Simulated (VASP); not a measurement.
## Ta: single point with PBE

Ta:

```
Ta
1.0
    -1.60804    1.60804    1.60804
     1.60804   -1.60804    1.60804
     1.60804    1.60804   -1.60804
Ta
1
Cartesian
  0.0000 0.0000 0.0000
```

This cell differs from its parent crystal: volume scaled by 0.91.

```json
{
 "Program": "VASP 6.6.1",
 "Task": "single point",
 "Functional": "PBE",
 "Potentials or basis": "VASP PAW PBE potentials, release 64 (Ta_pv)",
 "Cutoff": "520 eV",
 "k mesh": "18 × 18 × 18",
 "Occupations": "gaussian, width 0.1 eV",
 "Spin": "no spin polarisation",
 "Dipole correction": "no",
 "Further INCAR settings": "ALGO = Normal; EDIFF = 1e-06; NBANDS = 12"
}
```

```
Pressure : 22.3 GPa
```

Levels at points of the mesh, in eV from the Fermi level:
| k point | band 1 | band 2 | band 3 | band 4 | band 5 | band 6 | band 7 | band 8 | band 9 | band 10 |
| --- | --- | --- | --- | --- | --- | --- | --- | --- | --- | --- |
| (0.00, 0.00, 0.00) | -32.74 | -32.74 | -32.74 | -8.21 | 0.73 | 0.73 | 0.73 | 4.29 | 4.29 | 15.39 |
| (0.50, 0.00, 0.00) | -34.26 | -33.23 | -32.76 | -4.74 | -1.79 | 2.00 | 4.24 | 5.36 | 8.61 | 12.32 |
| (0.50, 0.50, 0.50) | -33.79 | -33.79 | -33.79 | -4.30 | -4.30 | 7.51 | 7.51 | 7.51 | 9.43 | 9.43 |

It took 9.7 s on 1 thread of Intel(R) Xeon(R) 6975P-C (Granite Rapids), on a shared host, peak memory 0.17 GiB.

Caveat: spin-orbit coupling is left out, which moves the levels of the heavy elements.
